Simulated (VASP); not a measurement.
Zr, 2 atoms in the cell. The structure is hexagonal, space group P6_3/mmc (No. 194). The conventional cell has a = 3.232 Å, b = 3.232 Å, c = 5.147 Å, α = 90.00°, β = 90.00°, γ = 120.00°. Within 4.2 Å of Zr (site symmetry -6m2) lie 12 Zr at 3.18 to 3.23 Å. 

```yaml
Program: VASP 6.6.1
Task: relaxation of cell and atoms
Functional: LDA
Potentials_or_basis: VASP PAW LDA potentials, release 64 (Zr_sv)
Cutoff: 600 eV
k_mesh: 11 × 11 × 6
Occupations: fermi-dirac, width 0.1 eV
Spin: no spin polarisation
Dipole_correction: no
Further_INCAR_settings: ALGO = Normal; EDIFF = 1e-06; IBRION = 2; EDIFFG = -0.01; NSW = 80; ISIF = 3
```

Potentials or basis: VASP PAW LDA potentials, release 64 (Zr_sv).

Command:

```bash
$ cat potpaw_LDA.64/Zr_sv/POTCAR > POTCAR
$ mpirun -np 1 vasp_std > vasp.out
```

Hardware: 1 thread of Intel(R) Xeon(R) 6975P-C (Granite Rapids) (shared host).

Estimate the wall time of this run.

It took 96 s on 1 thread of Intel(R) Xeon(R) 6975P-C (Granite Rapids), on a shared host, peak memory 0.19 GiB. Counts: scf iterations 47, k points 64, ion steps 6.
